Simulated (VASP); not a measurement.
Input of a VASP 6.6.1 run:

The input INCAR:

```
SYSTEM = HfN
PREC = Accurate ; ENCUT = 600
EDIFF = 1E-6 ; ISMEAR = 0
SIGMA = 0.05 ; LREAL = .FALSE.
LASPH = .TRUE. ; NELM = 120
ALGO = Normal ; ISIF = 2
LWAVE = .FALSE. ; LCHARG = .FALSE.
GGA = PE ; NBANDS = 14
ISYM = 0 ; GGA_COMPAT = .FALSE.
```

The input KPOINTS:

```
Automatic mesh
0
G
  14 14 12
  0 0 0
```

File POSCAR:

```
HfN
1.0
    3.0990149869      0.0000000000      0.0000000000
   -1.5495074934      2.6838257053      0.0000000000
    0.0000000000      0.0000000000      2.9130017211
Hf N
1 1
Direct
    0.0000000000      0.0000000000      0.0000000000
    0.6666666667      0.3333333333      0.5000000000
```

Potentials or basis: VASP PAW PBE potentials, release 64 (Hf_pv, N).

Run with:

```bash
$ cat potpaw_PBE.64/Hf_pv/POTCAR potpaw_PBE.64/N/POTCAR > POTCAR
$ mpirun -np 1 vasp_std > vasp.out
```

Question: What does it give for the pressure?

Answer: -2.1 GPa.

Question: What does it give for the band gap on the k mesh?

Answer: Zero (an odd number of electrons rules out a gap without spin polarisation).

Stress tensor (GPa, compression positive):
```
-1.89  0.00  0.00
 0.00 -1.89  0.00
 0.00  0.00 -2.43
```

Caveat: spin-orbit coupling is left out, which moves the levels of the heavy elements.
